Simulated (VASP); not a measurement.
InSb, 2 atoms in the cell. Symmetry: F-43m, No. 216, cubic system. The conventional cell has a = 6.425 Å, b = 6.425 Å, c = 6.425 Å, α = 90.00°, β = 90.00°, γ = 90.00°. Within 3.7 Å of In (site symmetry -43m) lie 4 Sb at 2.78 Å. Within 3.7 Å of Sb (site symmetry -43m) lie 4 In at 2.78 Å. 

```yaml
Program: VASP 6.6.1
Task: single point
Functional: r2SCAN
Potentials_or_basis: VASP PAW PBE potentials, release 64 (In_d, Sb_d_GW)
Cutoff: 550 eV
k_mesh: 6 × 6 × 6
Occupations: fermi-dirac, width 0.02 eV
Spin: no spin polarisation
Dipole_correction: no
Further_INCAR_settings: ALGO = Normal; EDIFF = 1e-06; NBANDS = 21
```

Potentials or basis: VASP PAW PBE potentials, release 64 (In_d, Sb_d_GW).

The run is started by

```bash
$ cat potpaw_PBE.64/In_d/POTCAR potpaw_PBE.64/Sb_d_GW/POTCAR > POTCAR
$ cp INCAR.step1 INCAR
$ mpirun -np 1 vasp_std > vasp.out
$ cp INCAR.step2 INCAR
$ mpirun -np 1 vasp_std > vasp.out
```

Hardware: 1 thread of Intel(R) Xeon(R) Platinum 8259CL CPU @ 2.50GHz (Skylake/Cascade Lake), with other jobs on the host.

How long does it take, and how much memory?

Wall time 120 s on 1 thread of Intel(R) Xeon(R) Platinum 8259CL CPU @ 2.50GHz (Skylake/Cascade Lake) (shared host), peak memory 0.23 GiB. Counts: k points 16.
